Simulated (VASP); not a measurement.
Set up this calculation in VASP 6.6.1, as the native input.

| Property | Result |
| --- | --- |
| Task | relaxation of cell and atoms |
| Functional | PBE |
| Potentials or basis | VASP PAW PBE potentials, release 64 (Ge_d, Pt) |
| Cutoff | 600 eV |
| k mesh | 4 × 6 × 4 |
| Occupations | gaussian, width 0.05 eV |
| Spin | no spin polarisation |
| Dipole correction | no |
| Further INCAR settings | ALGO = Normal; EDIFF = 1e-06; IBRION = 2; EDIFFG = -0.03; NSW = 80; ISIF = 3 |

The structure of GePt lies in POSCAR:

```
GePt
1.0
    5.7190000000      0.0000000000      0.0000000000
    0.0000000000      3.6970000000      0.0000000000
    0.0000000000      0.0000000000      6.0840000000
Ge Pt
4 4
Direct
    0.1850000000      0.2500000000      0.5900000000
    0.3150000000      0.7500000000      0.0900000000
    0.6850000000      0.2500000000      0.9100000000
    0.8150000000      0.7500000000      0.4100000000
    0.9995000000      0.2500000000      0.1908000000
    0.5005000000      0.7500000000      0.6908000000
    0.4995000000      0.2500000000      0.3092000000
    0.0005000000      0.7500000000      0.8092000000
```

These files were run (other wordings do the same):

INCAR

```
PREC = Accurate
ENCUT = 600
EDIFF = 1E-6
ISMEAR = 0
SIGMA = 0.05
LREAL = F
LASPH = T
NELM = 100
ALGO = Normal
ISIF = 3
LWAVE = F
LCHARG = F
GGA = PE
IBRION = 2
NSW = 80
EDIFFG = -0.03
```

KPOINTS

```
Automatic mesh
0
Gamma
  4 6 4
```

Potentials or basis: VASP PAW PBE potentials, release 64 (Ge_d, Pt).

Command:

```sh
$ cat potpaw_PBE.64/Ge_d/POTCAR potpaw_PBE.64/Pt/POTCAR > POTCAR
$ mpirun -np 1 vasp_std > vasp.out
```

It gave:

```
Relaxed volume                         : 16.85 Å³/atom
Relaxed cell                           : a = 5.825 Å, b = 3.758 Å, c = 6.160 Å, α = 90.00°, β = 90.00°, γ = 90.00°
Space group after relaxing (to 0.05 Å) : Pnma (No. 62)
Energy gained by relaxing              : 19.3 meV/atom
Ionic steps                            : 8
Pressure after relaxing                : 0.0 GPa
Largest force after relaxing           : 0.014 eV/Å
Band gap on the k mesh                 : zero (band 48 reaches 9.81 eV, above the bottom of band 49 at 8.66 eV)
```

Caveat: spin-orbit coupling is left out, which moves the levels of the heavy elements.

Run time: 22 min on 1 thread of Intel(R) Xeon(R) Platinum 8259CL CPU @ 2.50GHz (Skylake/Cascade Lake) (shared host), peak memory 0.44 GiB.
